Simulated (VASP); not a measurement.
# SiC in VASP: a series of runs, part 2 of 2

VASP 6.6.1.

**3. Single point, PBE**

INCAR reads:

```
SYSTEM = SiC
PREC = Accurate ; ENCUT = 520
EDIFF = 1E-7 ; ISMEAR = 0
SIGMA = 0.05 ; LREAL = .False.
LASPH = .True. ; NELM = 100
ALGO = Normal ; ISIF = 2
LWAVE = .False. ; LCHARG = .True.
GGA = PE ; LELF = .True.
LVHAR = .True. ; NBANDS = 36
```

KPOINTS reads:

```
Automatic mesh
0
Gamma
  12 12 2
  0 0 0
```

POSCAR reads:

```
SiC
1.0
    3.0692496138      0.0000000000      0.0000000000
   -1.5346248069      2.6580481361      0.0000000000
    0.0000000000      0.0000000000     15.0602705466
Si C
6 6
Direct
    0.0000000000      0.0000000000      0.1250399589
    0.0000000000      0.0000000000      0.6250399589
    0.3333333333      0.6666666667      0.2918172939
    0.6666666667      0.3333333333      0.7918172939
    0.3333333333      0.6666666667      0.9583095749
    0.6666666667      0.3333333333      0.4583095749
    0.0000000000      0.0000000000      0.9996884429
    0.0000000000      0.0000000000      0.4996884429
    0.3333333333      0.6666666667      0.1668295365
    0.6666666667      0.3333333333      0.6668295365
    0.3333333333      0.6666666667      0.8333151928
    0.6666666667      0.3333333333      0.3333151928
```

Potentials or basis: VASP PAW PBE potentials, release 64 (Si, C).

Command:

```sh
> cat potpaw_PBE.64/Si/POTCAR potpaw_PBE.64/C/POTCAR > POTCAR
> mpirun -np 1 vasp_std > vasp.out
```

OUTCAR:

```text
SYSTEM = SiC
   PREC = Accurate
   ENCUT = 520
   EDIFF = 1E-7
   ISMEAR = 0
   LREAL = .False.
   LASPH = .True.
   NELM = 100
   ISIF = 2
   GGA = PE

 ion  position               nearest neighbor table
   1  0.000  0.000  0.125-   9 1.88   9 1.88   9 1.88   7 1.89   5 3.07   5 3.07   5 3.07   3 3.07
                             3 3.07   3 3.07
   2  0.000  0.000  0.625-  10 1.88  10 1.88  10 1.88   8 1.89   6 3.07   6 3.07   6 3.07   4 3.07
                             4 3.07   4 3.07
   3  0.333  0.667  0.292-  12 1.88  12 1.88  12 1.88   9 1.88   6 3.07   6 3.07   6 3.07   1 3.07
                             1 3.07   1 3.07
   4  0.667  0.333  0.792-  11 1.88  11 1.88  11 1.88  10 1.88   5 3.07   5 3.07   5 3.07   2 3.07
                             2 3.07   2 3.07
   5  0.333  0.667  0.958-   7 1.88   7 1.88   7 1.88  11 1.88   4 3.07   4 3.07   4 3.07   1 3.07
                             1 3.07   1 3.07
   6  0.667  0.333  0.458-   8 1.88   8 1.88   8 1.88  12 1.88   3 3.07   3 3.07   3 3.07   2 3.07
                             2 3.07   2 3.07
   7  0.000  0.000  1.000-   5 1.88   5 1.88   5 1.88   1 1.89
   8  0.000  0.000  0.500-   6 1.88   6 1.88   6 1.88   2 1.89
   9  0.333  0.667  0.167-   1 1.88   1 1.88   1 1.88   3 1.88
[... 223 lines left out ...]
      4      -5.1987      2.00000
      5      -5.1692      2.00000
      6      -3.6632      2.00000
[... 925 lines left out ...]
     35      16.2311      0.00000
     36      16.2312      0.00000

 [... further k-points ...]
[... 5 lines left out ...]
  --------------------------------------------------------------------------------------
  -------------------------------------------------------------------------------------
  Total        4.2641702      4.2641702      4.2258932      0.0000000      0.0000000      0.0000000
  in kB       55.6054404     55.6054404     55.1063025      0.0000000      0.0000000      0.0000000
  external PRESSURE =      55.4390611 kB  Pullay stress =       0.0000000 kB

 VOLUME and BASIS-vectors are now :
 -----------------------------------------------------------------------------
  energy-cutoff  :      520.00
  volume of cell :      122.86
      direct lattice vectors                 reciprocal lattice vectors
     3.069249614  0.000000000  0.000000000     0.325812536  0.188107955  0.000000000
    -1.534624807  2.658048136  0.000000000     0.000000000  0.376215911  0.000000000
     0.000000000  0.000000000 15.060270547     0.000000000  0.000000000  0.066399870

 POSITION                                       TOTAL-FORCE (eV/Angst)
 -----------------------------------------------------------------------------------
      0.00000      0.00000      1.88314         0.000000      0.000000     -0.006077
      0.00000      0.00000      9.41327        -0.000000     -0.000000     -0.006077
     -0.00000      1.77203      4.39485         0.000000      0.000000      0.000724
      1.53462      0.88602     11.92498        -0.000000     -0.000000      0.000724
     -0.00000      1.77203     14.43240        -0.000000     -0.000000      0.001049
      1.53462      0.88602      6.90227         0.000000      0.000000      0.001049
      0.00000      0.00000     15.05558        -0.000000     -0.000000      0.003798
      0.00000      0.00000      7.52544         0.000000     -0.000000      0.003798
     -0.00000      1.77203      2.51250         0.000000     -0.000000      0.000453
      1.53462      0.88602     10.04263        -0.000000     -0.000000      0.000453
     -0.00000      1.77203     12.54995        -0.000000     -0.000000      0.000053
      1.53462      0.88602      5.01982         0.000000     -0.000000      0.000053
 -----------------------------------------------------------------------------------
    total drift:                               -0.000000     -0.000000      0.000251

  FREE ENERGIE OF THE ION-ELECTRON SYSTEM (eV)
  ---------------------------------------------------
  free  energy   TOTEN  =       -90.3204672177 eV

  energy  without entropy=      -90.3204672177  energy(sigma->0) =      -90.32046722
```

stdout:

```text
POSCAR found type information on POSCAR SiC
 POSCAR found :  2 types and      12 ions
 scaLAPACK will be used
 LDA part: xc-table for (Slater+PW92), standard interpolation
 POSCAR, INCAR and KPOINTS ok, starting setup
 FFT: planning ... GRIDC
 FFT: planning ... GRID_SOFT
 FFT: planning ... GRID
 WAVECAR not read
 entering main loop
```

It took 86 s on 1 thread of Intel Xeon 6975P-C (Granite Rapids), shared host; peak memory 0.29 GiB.

Results:

```yaml
Free_energy: -90.3205 eV
Pressure: 5.5 GPa
Largest_force: 0.006 eV/Å
Band_gap_on_the_k_mesh: 2.02 eV (least direct gap 3.12 eV)
```

Forces on the atoms (eV/Å):
```
Si   0.000  0.000 -0.006
Si   0.000  0.000 -0.006
Si   0.000  0.000  0.001
Si   0.000  0.000  0.001
Si   0.000  0.000  0.001
Si   0.000  0.000  0.001
C    0.000  0.000  0.004
C    0.000  0.000  0.004
C    0.000  0.000  0.000
C    0.000  0.000  0.000
C    0.000  0.000  0.000
C    0.000  0.000  0.000
```

Caveat: the cell stands under pressure. A k mesh can miss the band edges.

**4. Single point, PBE (atoms displaced along a vibrational mode, the cell strained)**

INCAR reads:

```
SYSTEM = SiC
PREC     = Accurate       ! precision mode
ENCUT    = 520            ! plane-wave cutoff, eV
EDIFF    = 1E-7           ! SCF threshold, eV
ISMEAR   = 0              ! smearing method
SIGMA    = 0.05           ! smearing width, eV
LREAL    = .FALSE.        ! projectors in reciprocal space
LASPH    = .TRUE.         ! aspherical terms in the spheres
NELM     = 100            ! most SCF steps
ALGO     = Normal         ! electronic algorithm
ISIF     = 2              ! what is computed and relaxed
LWAVE    = .FALSE.        ! write WAVECAR
LCHARG   = .FALSE.        ! write CHGCAR
GGA      = PE             ! functional
NBANDS   = 36             ! bands
```

KPOINTS reads:

```
Automatic mesh
0
G
  12 12 2
  0 0 0
```

POSCAR reads:

```
SiC
1.0
    3.0432521380      0.0000000000      0.0000000000
   -1.5216260690      2.6355336616      0.0000000000
    0.0000000000      0.0000000000     14.9327054840
Si C
6 6
Direct
    0.0000000000      0.0000000000      0.1250430731
    0.0000000000      0.0000000000      0.6250368447
    0.3333333333      0.6666666667      0.2919359287
    0.6666666667      0.3333333333      0.7916986591
    0.3333333333      0.6666666667      0.9584134991
    0.6666666667      0.3333333333      0.4582056507
    0.0000000000      0.0000000000      0.9948156354
    0.0000000000      0.0000000000      0.5045612504
    0.3333333333      0.6666666667      0.1713764111
    0.6666666667      0.3333333333      0.6622826619
    0.3333333333      0.6666666667      0.8380112040
    0.6666666667      0.3333333333      0.3286191816
```

Command:

```sh
> cat potpaw_PBE.64/Si/POTCAR potpaw_PBE.64/C/POTCAR > POTCAR
> mpirun -np 1 vasp_std > vasp.out
```

Run time: 1.7 min. Hardware: 1 thread of Intel Xeon 6975P-C (Granite Rapids), shared host; peak memory 0.28 GiB.

Results (log left out):

- Free energy: -89.6658 eV
- Pressure: 12.8 GPa
- Largest force: 2.620 eV/Å
- Band gap on the k mesh: 1.94 eV (least direct gap 3.05 eV)

Forces in eV/Å, atoms in the order of the input:
```
Si   0.000  0.000  0.067
Si   0.000  0.000  0.353
Si   0.000  0.000  0.194
Si   0.000  0.000  0.193
Si   0.000  0.000  0.232
Si   0.000  0.000  0.187
C    0.000  0.000  2.177
C    0.000  0.000 -2.620
C    0.000  0.000 -2.420
C    0.000  0.000  2.053
C    0.000  0.000 -2.516
C    0.000  0.000  2.101
```

Stress tensor (GPa, compression positive):
```
12.35  0.00  0.00
 0.00 12.35  0.00
 0.00  0.00 13.81
```

Levels at points of the mesh, in eV from the valence-band top:
```
           k point  band 22  band 23  band 24  band 25  band 26  band 27
(0.00, 0.00, 0.00)    -0.09     0.00     0.00     5.47     5.61     6.02
(0.50, 0.00, 0.00)    -1.79    -1.73    -1.12     1.94     2.17     3.23
(0.00, 0.00, 0.50)    -0.12    -0.07    -0.07     5.49     5.55     6.19
(0.50, 0.00, 0.50)    -1.65    -1.34    -1.31     1.99     2.01     3.37
```

Caveat: the cell differs from its parent crystal (atoms displaced along a vibrational mode, the cell strained); the cell stands under pressure; forces of over 1 eV/Å act on the atoms, so gaps and moduli don't describe the material at rest. A k mesh can miss the band edges.

**5. Single point, PBE (atoms displaced along a vibrational mode, the cell strained)**

INCAR reads:

```
SYSTEM = SiC
PREC = Accurate
ENCUT = 520
EDIFF = 1E-7
ISMEAR = 0
SIGMA = 0.05
LREAL = .FALSE.
LASPH = .TRUE.
NELM = 80
ALGO = Normal
ISIF = 2
LWAVE = .FALSE.
LCHARG = .FALSE.
GGA = PE
NBANDS = 36
```

KPOINTS reads:

```
regular mesh
0
G
  12 12 2
  0 0 0
```

POSCAR reads:

```
SiC
1.0
    3.0432521380      0.0000000000      0.0000000000
   -1.5216260690      2.6355336616      0.0000000000
    0.0000000000      0.0000000000     14.9327054840
Si C
6 6
Direct
    0.0000000000      0.0000000000      0.1250418274
    0.0000000000      0.0000000000      0.6250380904
    0.3333333333      0.6666666667      0.2918884748
    0.6666666667      0.3333333333      0.7917461130
    0.3333333333      0.6666666667      0.9583719294
    0.6666666667      0.3333333333      0.4582472204
    0.0000000000      0.0000000000      0.9967647584
    0.0000000000      0.0000000000      0.5026121274
    0.3333333333      0.6666666667      0.1695576612
    0.6666666667      0.3333333333      0.6641014118
    0.3333333333      0.6666666667      0.8361327995
    0.6666666667      0.3333333333      0.3304975861
```

Command:

```sh
> cat potpaw_PBE.64/Si/POTCAR potpaw_PBE.64/C/POTCAR > POTCAR
> mpirun -np 1 vasp_std > vasp.out
```

Run time: 100 s. Hardware: 1 thread of Intel Xeon 6975P-C (Granite Rapids), shared host; peak memory 0.29 GiB.

It converged, with:

```yaml
Free_energy: -89.9779 eV
Pressure: 12.2 GPa
Largest_force: 1.509 eV/Å
Band_gap_on_the_k_mesh: 1.99 eV (least direct gap 3.10 eV)
```

Forces on the atoms (eV/Å):
```
Si   0.000  0.000 -0.009
Si   0.000  0.000  0.142
Si   0.000  0.000  0.062
Si   0.000  0.000  0.079
Si   0.000  0.000  0.081
Si   0.000  0.000  0.074
C    0.000  0.000  1.360
C    0.000  0.000 -1.509
C    0.000  0.000 -1.404
C    0.000  0.000  1.273
C    0.000  0.000 -1.456
C    0.000  0.000  1.307
```

Stress tensor (GPa, compression positive):
```
12.03  0.00  0.00
 0.00 12.03  0.00
 0.00  0.00 12.48
```

Levels at points of the mesh, in eV from the valence-band top:
```
           k point  band 21  band 22  band 23  band 24  band 25  band 26  band 27  band 28
(0.00, 0.00, 0.00)    -0.29    -0.05     0.00     0.00     5.49     5.64     6.06     6.58
(0.50, 0.00, 0.00)    -1.84    -1.80    -1.71    -1.11     1.99     2.21     3.26     3.92
(0.00, 0.00, 0.50)    -0.11    -0.11    -0.08    -0.08     5.53     5.56     6.25     6.34
(0.50, 0.00, 0.50)    -1.82    -1.68    -1.33    -1.31     2.04     2.05     3.44     3.51
```

Caveat: the cell differs from its parent crystal (atoms displaced along a vibrational mode, the cell strained); the cell stands under pressure; forces of over 1 eV/Å act on the atoms, so gaps and moduli don't describe the material at rest. A k mesh can miss the band edges.

**6. Summary**

```csv
cell,gap on the mesh (eV),pressure (GPa),largest force (eV/Å)
"a = 3.069, b = 3.069, c = 15.060 Å, angles 90.0, 90.0, 120.0°, 12 atoms, atomic positions A",1.97,6.2,1.96
"a = 3.069, b = 3.069, c = 15.060 Å, angles 90.0, 90.0, 120.0°, 12 atoms, atomic positions B",2.02,5.5,0.01
"a = 3.043, b = 3.043, c = 14.933 Å, angles 90.0, 90.0, 120.0°, 12 atoms, atomic positions C",1.94,12.8,2.62
"a = 3.043, b = 3.043, c = 14.933 Å, angles 90.0, 90.0, 120.0°, 12 atoms, atomic positions D",1.99,12.2,1.51
```

Alike in all rows: task single point; level PBE; potentials or basis VASP PAW PBE potentials, release 64 (Si, C); no spin polarisation; k mesh 12 × 12 × 2; cutoff (eV) 520; smearing gaussian 0.05 eV.

Caveats: the cell stands under pressure; forces of over 1 eV/Å act on the atoms, so gaps and moduli don't describe the material at rest (at least some runs).

Total energies depend on the potentials used, so only differences within one code and one set of settings carry meaning.
